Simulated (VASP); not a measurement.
Wanted: the native input for a VASP 6.6.1 run.

| Item | Value |
| --- | --- |
| Task | single point |
| Functional | PBE |
| Potentials or basis | VASP PAW PBE potentials, release 64 (B, As_d, Ga_d) |
| Cutoff | 560 eV |
| k mesh | 10 × 10 × 10 |
| Occupations | fermi-dirac, width 0.02 eV |
| Spin | no spin polarisation |
| Dipole correction | no |
| Further INCAR settings | ALGO = Normal; EDIFF = 1e-06; NBANDS = 41 |

The structure of GaB2As3 lies in POSCAR:

```
GaB2As3
1.0
   -1.7798212736      1.7798212736      7.7810236786
    1.7798212736     -1.7798212736      7.7810236786
    1.7798212736      1.7798212736     -7.7810236786
B As Ga
2 3 1
Direct
    0.8252146027      0.8252146027      0.0000000000
    0.1747853973      0.1747853973      0.0000000000
    0.2500000000      0.7500000000      0.5000000000
    0.6005100683      0.1005100683      0.5000000000
    0.8994899317      0.3994899317      0.5000000000
    0.5000000000      0.5000000000      0.0000000000
```

These files were run (other wordings do the same):

INCAR

```
SYSTEM = GaB2As3
PREC = Accurate
ENCUT = 560
EDIFF = 1E-6
ISMEAR = -1
SIGMA = 0.02
LREAL = .FALSE.
LASPH = .TRUE.
NELM = 120
ALGO = Normal
ISIF = 2
LWAVE = .FALSE.
LCHARG = .TRUE.
GGA = PE
LELF = .TRUE.
LVHAR = .TRUE.
NBANDS = 41
GGA_COMPAT = .FALSE.
```

KPOINTS

```
Automatic mesh
0
G
  10 10 10
  0 0 0
```

Potentials or basis: VASP PAW PBE potentials, release 64 (B, As_d, Ga_d).

Run with:

```bash
$ cat potpaw_PBE.64/B/POTCAR potpaw_PBE.64/As_d/POTCAR potpaw_PBE.64/Ga_d/POTCAR > POTCAR
$ mpirun -np 1 vasp_std > vasp.out
```

Results of the run:

```
Pressure               : 2.4 GPa
Largest force          : 0.233 eV/Å
Band gap on the k mesh : 0.52 eV (least direct gap 0.53 eV)
```

Caveat: semilocal functionals underestimate gaps, and a narrow one can read as zero.

It took 29 min on 1 thread of Intel(R) Xeon(R) Platinum 8259CL CPU @ 2.50GHz (Skylake/Cascade Lake) (shared host), peak memory 0.81 GiB.
